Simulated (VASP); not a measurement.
Here is a VASP 6.6.1 calculation.

Contents of POSCAR:

```
GaN
1.0
    0.0000000000      2.2535006075      2.2535006075
    2.2535006075      0.0000000000      2.2535006075
    2.2535006075      2.2535006075      0.0000000000
Ga N
1 1
Direct
    0.0000000000      0.0000000000      0.0000000000
    0.7500000000      0.7500000000      0.7500000000
```

The input INCAR.step1:

```
PREC = Accurate
ENCUT = 520
ISMEAR = 0
SIGMA = 0.05
LREAL = False
LASPH = True
NELM = 100
NBANDS = 16
GGA = PE
ALGO = Normal
EDIFF = 1E-4
LWAVE = True
LCHARG = False
```

File INCAR.step2:

```
PREC = Accurate
ENCUT = 520
EDIFF = 1E-7
ISMEAR = 0
SIGMA = 0.05
LREAL = False
LASPH = True
NELM = 100
ALGO = Normal
ISIF = 2
LWAVE = False
LCHARG = False
METAGGA = R2SCAN
LMIXTAU = True
NBANDS = 16
ISTART = 1
```

KPOINTS

```
Automatic mesh
0
Gamma
  10 10 10
```

Potentials or basis: VASP PAW PBE potentials, release 64 (Ga_d, N).

The run is started by

```bash
$ cat potpaw_PBE.64/Ga_d/POTCAR potpaw_PBE.64/N/POTCAR > POTCAR
$ cp INCAR.step1 INCAR
$ mpirun -np 1 vasp_std > vasp.out
$ cp INCAR.step2 INCAR
$ mpirun -np 1 vasp_std > vasp.out
```

(1) Predict the pressure.

(2) What does it give for the band gap on the k mesh?

## Answers

(1) -0.1 GPa.

(2) 2.12 eV, direct.

Caveat: the PAW data sets were made with another functional, which shifts forces and pressure a little.
